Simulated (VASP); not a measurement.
# Ca in VASP: a series of runs, part 2 of 2

VASP 6.6.1. Earlier steps stand in the parts before.

## Step 5: Single point, BLYP (the cell strained at random)

The input, INCAR:

```
SYSTEM = Ca
  PREC = Accurate
  ENCUT = 520
  EDIFF = 1E-6
  ISMEAR = 1
  SIGMA = 0.2
  LREAL = .FALSE.
  LASPH = .TRUE.
  NELM = 80
  ALGO = Normal
  ISIF = 2
  LWAVE = .FALSE.
  LCHARG = .FALSE.
  GGA = B5
  ALDAX = 1.0
  AGGAX = 1.0
  AGGAC = 1.0
  ALDAC = 0.0
  NBANDS = 11
```

The input, KPOINTS:

```
regular mesh
0
G
  8 8 8
  0 0 0
```

The input, POSCAR:

```
Ca
1.0
    0.0092150000      2.8669070000      2.8584950000
    2.7361420000      0.0688170000      2.7988930000
    2.7732270000      2.8443900000      0.0317320000
Ca
1
Direct
    0.0013300000      0.0022190000      0.0048140000
```

Potentials or basis: VASP PAW PBE potentials, release 64 (Ca_sv).

Launch:

```console
$ cat potpaw_PBE.64/Ca_sv/POTCAR > POTCAR
$ mpirun -np 1 vasp_std > vasp.out
```

OUTCAR:

```text
SYSTEM = Ca
   PREC = Accurate
   ENCUT = 520
   EDIFF = 1E-6
   ISMEAR = 1
   LREAL = .FALSE.
   LASPH = .TRUE.
   NELM = 80
   ISIF = 2
   GGA = B5

 ion  position               nearest neighbor table
   1  0.001  0.002  0.005-

  Warning from LATTYP: Got some problem with cell dimensions!
  Tried to take original basis but could not verify dimensions!
  LATTYP: Found a triclinic cell.
 ALAT       =     3.9727005154
 B/A-ratio  =     1.0190764243
 C/A-ratio  =     0.9866046393
 COS(alpha) =     0.0030082926
 COS(beta)  =     0.5079879636
 COS(gamma) =     0.5142477508

  Lattice vectors:

 A1 = (  -2.7732270000,  -2.8443900000,  -0.0317320000)
 A2 = (  -0.0092150000,  -2.8669070000,  -2.8584950000)
 A3 = (  -0.0370850000,  -2.7755730000,   2.7671610000)

Analysis of symmetry for initial positions (statically):
=====================================================================
 Subroutine PRICEL returns:
 Original cell was already a primitive cell.

 Routine SETGRP: Setting up the symmetry group for a
 triclinic supercell.

 Subroutine GETGRP returns: Found  2 space group operations
 (whereof  1 operations were pure point group operations)
 out of a pool of  2 trial point group operations.

The static configuration has the point symmetry C_1 .
 The point group associated with its full space group is S_2 .

Analysis of symmetry for dynamics (positions and initial velocities):
=====================================================================
 Subroutine PRICEL returns:
 Original cell was already a primitive cell.

 Routine SETGRP: Setting up the symmetry group for a
 triclinic supercell.

 Subroutine GETGRP returns: Found  2 space group operations
 (whereof  1 operations were pure point group operations)
 out of a pool of  2 trial point group operations.

The dynamic configuration has the point symmetry C_1 .
 The point group associated with its full space group is S_2 .

 Subroutine INISYM returns: Found  2 space group operations
 (whereof  1 operations are pure point group operations),
 and found     1 'primitive' translations

[... 117 lines left out ...]
   GGA     = B5    functional components
   LHFCALC =     F    Hartree Fock is set to
   AEXX    =    0.0000 exact exchange contribution
   IVDW    =     0    specifies the selected vdW correction
   LEPSILON=     F    determine dielectric tensor
   LRPA    =     F    only Hartree local field effects (RPA)
 non-spin polarized calculation
 Methfessel and Paxton  Order N= 1 SIGMA  =   0.20
  energy-cutoff  :      520.00
  volume of cell :       43.63
 maximum number of plane-waves:      1197
   NGX = 15   NGY = 15   NGZ = 15

 number of electron      10.0000000 magnetization

 Free energy of the ion-electron system (eV)
  ---------------------------------------------------
  ext. energy  EPLUGINS =         0.00000000
  ---------------------------------------------------
  free energy    TOTEN  =        -1.23915786 eV

  energy without entropy =       -1.23775671  energy(sigma->0) =       -1.23869081

 E-fermi :   2.2452     XC(G=0):  -7.2035

 val. band max:        2.2369119707   @ k =   0.3750   0.5000   0.5000
 cond. band min:       2.2551653748   @ k =  -0.2500   0.3750   0.3750
 fundamental gap:      0.0182534041
 Fermi energy:         2.2452250001

 k-point     1 :       0.0000    0.0000    0.0000
  band No.  band energies     occupation
      1     -39.8331      2.00000
      2     -20.8755      2.00000
      3     -20.8750      2.00000
      4     -20.8727      2.00000
      5      -1.6566      2.00000
      6       4.2266     -0.00000
      7       4.3593     -0.00000
      8       4.4752     -0.00000
      9       5.2685     -0.00000
     10       5.3982     -0.00000
     11      11.3678      0.00000
[... 309 lines left out ...]
 k-point    24 :       0.2500    0.3750   -0.0000
  band No.  band energies     occupation
      1     -39.8215      2.00000
      2     -20.9664      2.00000
      3     -20.9052      2.00000
      4     -20.9030      2.00000
      5       0.4621      2.00000
      6       3.1393     -0.00000
      7       3.7865     -0.00000
      8       5.0272     -0.00000
      9       5.4160     -0.00000
     10       5.8772     -0.00000
     11       9.0315      0.00000

 [... further k-points ...]

------------------------ aborting loop because EDIFF is reached ----------------------------------------

  FORCE on cell =-STRESS in cart. coord.  units (eV):
  Direction    XX          YY          ZZ          XY          YZ          ZX
  --------------------------------------------------------------------------------------
  -------------------------------------------------------------------------------------
  Total       -0.0825211     -0.1207753     -0.1141145     -0.0591685     -0.1131212      0.0343314
  in kB       -3.0302122     -4.4349267     -4.1903387     -2.1726932     -4.1538647      1.2606636
  external PRESSURE =      -3.8851592 kB  Pullay stress =       0.0000000 kB

 VOLUME and BASIS-vectors are now :
 -----------------------------------------------------------------------------
  energy-cutoff  :      520.00
  volume of cell :       43.63
      direct lattice vectors                 reciprocal lattice vectors
     0.009215000  2.866907000  2.858495000    -0.182412202  0.175907367  0.173997459
     2.736142000  0.068817000  2.798893000     0.184262744 -0.181678872  0.181619505
     2.773227000  2.844390000  0.031732000     0.179398187  0.178664857 -0.179768964

 POSITION                                       TOTAL-FORCE (eV/Angst)
 -----------------------------------------------------------------------------------
      0.01943      0.01766      0.01017         0.000000     -0.000000      0.000000
 -----------------------------------------------------------------------------------
    total drift:                                0.000003     -0.000004      0.000000

  FREE ENERGIE OF THE ION-ELECTRON SYSTEM (eV)
  ---------------------------------------------------
  free  energy   TOTEN  =        -1.2391578635 eV

  energy  without entropy=       -1.2377567099  energy(sigma->0) =       -1.23869081
```

OSZICAR:

```text
N       E                     dE             d eps       ncg     rms          rms(c)
DAV:   1     0.670218692670E+02    0.67022E+02   -0.49963E+03  5720   0.816E+02
DAV:   2     0.322548132176E+00   -0.66699E+02   -0.66125E+02  6260   0.208E+02
DAV:   3    -0.116279945198E+01   -0.14853E+01   -0.14608E+01  8394   0.304E+01
DAV:   4    -0.124264132618E+01   -0.79842E-01   -0.79500E-01  7514   0.561E+00
DAV:   5    -0.124430793623E+01   -0.16666E-02   -0.16662E-02  8037   0.681E-01    0.193E+00
DAV:   6    -0.123666661113E+01    0.76413E-02   -0.18426E-02  7029   0.122E+00    0.120E+00
DAV:   7    -0.123918930178E+01   -0.25227E-02   -0.27584E-02  6499   0.146E+00    0.120E-01
DAV:   8    -0.123896722445E+01    0.22208E-03   -0.26858E-03  6583   0.531E-01    0.291E-02
DAV:   9    -0.123915782689E+01   -0.19060E-03   -0.54171E-04  7148   0.120E-01    0.183E-02
DAV:  10    -0.123915926810E+01   -0.14412E-05   -0.27931E-05  6996   0.496E-02    0.235E-03
DAV:  11    -0.123915778328E+01    0.14848E-05   -0.37061E-06  7025   0.127E-02    0.669E-04
DAV:  12    -0.123915786348E+01   -0.80193E-07   -0.24425E-07  3502   0.379E-03
   1 F= -.12391579E+01 E0= -.12386908E+01  d E =-.140115E-02
```

It took 64 s on 1 thread of Intel Xeon Platinum 8488C (Sapphire Rapids), shared host; peak memory 0.26 GiB.

Results:

* Free energy: -1.2392 eV
* Pressure: -0.4 GPa
* Band gap on the k mesh: zero (bands 5 and 6 overlap by 0.34 eV)

Stress tensor (GPa, compression positive):
```
-0.30 -0.22  0.13
-0.22 -0.44 -0.42
 0.13 -0.42 -0.42
```

Caveat: the cell differs from its parent crystal (the cell strained at random); the PAW data sets were made with another functional, which shifts forces and pressure a little.

## Step 6: Single point, r2SCAN+D3(BJ) (the cell strained at random)

The input, POSCAR:

```
Ca
1.0
   -0.0390650000      2.8062550000      2.8102530000
    2.7255680000     -0.0087790000      2.7799670000
    2.7544070000      2.8048080000     -0.0376180000
Ca
1
Direct
    0.0006290000     -0.0131320000      0.0115240000
```

The input, INCAR.step1:

```
SYSTEM = Ca
PREC = Accurate
ENCUT = 520
ISMEAR = 0
SIGMA = 0.1
LREAL = .False.
LASPH = .True.
NELM = 100
NBANDS = 11
GGA = PE
ALGO = Normal
EDIFF = 1E-4
LWAVE = .True.
LCHARG = .False.
```

The input, INCAR.step2:

```
SYSTEM = Ca
PREC = Accurate
ENCUT = 520
EDIFF = 1E-7
ISMEAR = 0
SIGMA = 0.1
LREAL = .False.
LASPH = .True.
NELM = 100
ALGO = Normal
ISIF = 2
LWAVE = .False.
LCHARG = .True.
METAGGA = R2SCAN
LMIXTAU = .True.
IVDW = 12
VDW_S6 = 1.0
VDW_S8 = 0.78981345
VDW_A1 = 0.49484001
VDW_A2 = 5.73083694
LELF = .True.
LVHAR = .True.
NBANDS = 11
ISTART = 1
```

The input, KPOINTS:

```
regular mesh
0
Gamma
  8 8 8
  0 0 0
```

Potentials or basis: VASP PAW PBE potentials, release 64 (Ca_sv).

Launch:

```console
$ cat potpaw_PBE.64/Ca_sv/POTCAR > POTCAR
$ cp INCAR.step1 INCAR
$ mpirun -np 1 vasp_std > vasp.out
$ cp INCAR.step2 INCAR
$ mpirun -np 1 vasp_std > vasp.out
```

Wall time 4.5 min (1 thread of Intel Xeon Platinum 8488C (Sapphire Rapids), shared host); peak memory 0.27 GiB.

It converged, with:

```yaml
Free_energy: -7.1349 eV
Pressure: -0.5 GPa
Band_gap_on_the_k_mesh: zero (bands 5 and 6 overlap by 0.64 eV)
Dispersion_energy_per_atom: -0.104 eV
```

Stress tensor (GPa, compression positive):
```
-0.50  0.04  0.32
 0.04 -0.52  0.03
 0.32  0.03 -0.54
```

Levels at points of the mesh, in eV from the Fermi level:
```
           k point  band 1  band 2  band 3  band 4  band 5  band 6  band 7  band 8  band 9  band 10
(0.00, 0.00, 0.00)  -43.80  -23.83  -23.83  -23.83   -4.17    2.64    2.68    2.82    3.76     3.86
(0.50, 0.00, 0.00)  -43.79  -23.95  -23.85  -23.85   -0.92   -0.31    2.49    2.71    4.47     4.51
(0.00, 0.50, 0.00)  -43.79  -23.97  -23.85  -23.84   -0.85   -0.21    2.50    2.64    4.46     4.55
(0.50, 0.50, 0.00)  -43.78  -23.95  -23.88  -23.87   -0.34    0.85    0.87    4.48    4.65     4.72
(0.00, 0.00, 0.50)  -43.79  -23.96  -23.85  -23.84   -0.92   -0.30    2.50    2.70    4.46     4.52
(0.50, 0.00, 0.50)  -43.78  -23.95  -23.88  -23.87   -0.34    0.84    0.88    4.49    4.65     4.72
(0.00, 0.50, 0.50)  -43.78  -23.96  -23.88  -23.88   -0.28    0.80    1.07    4.48    4.69     4.69
(0.50, 0.50, 0.50)  -43.79  -23.97  -23.85  -23.85   -0.83   -0.18    2.50    2.61    4.47     4.55
```

Caveat: the cell differs from its parent crystal (the cell strained at random); the PAW data sets were made with another functional, which shifts forces and pressure a little.

## Step 7: Summary

| level | potentials or basis | cell | smearing | gap on the mesh (eV) | pressure (GPa) |
| --- | --- | --- | --- | --- | --- |
| PBEsol | VASP PAW PBE potentials, release 64 (Ca_sv) | a = 3.952 Å, angles 60.0°, 1 atom | gaussian 0.1 eV | none | -1.2 |
| LDA | VASP PAW LDA potentials, release 64 (Ca_sv) | a = 3.898 Å, angles 60.0°, 1 atom | methfessel-paxton 0.2 eV | none | -1.6 |
| PBE | VASP PAW PBE potentials, release 64 (Ca_sv) | a = 4.140 Å, angles 60.0°, 1 atom | methfessel-paxton 0.2 eV | none | -2.2 |
| BLYP | VASP PAW PBE potentials, release 64 (Ca_sv) | a = 4.048, b = 3.915, c = 3.973 Å, angles 59.6, 59.1, 58.7°, 1 atom | methfessel-paxton 0.2 eV | none | -0.4 |
| r2SCAN+D3(BJ) | VASP PAW PBE potentials, release 64 (Ca_sv) | a = 3.972, b = 3.893, c = 3.931 Å, angles 61.2, 60.6, 60.2°, 1 atom | gaussian 0.1 eV | none | -0.5 |

Alike in all rows: task single point; no spin polarisation; k mesh 8 × 8 × 8; cutoff (eV) 520.

Caveats: the PAW data sets were made with another functional, which shifts forces and pressure a little (at least some runs).

Absolute energies hang on the potentials; compare differences alone.

The gap in the log of VASP goes by the Fermi energy; the results here count the filled bands.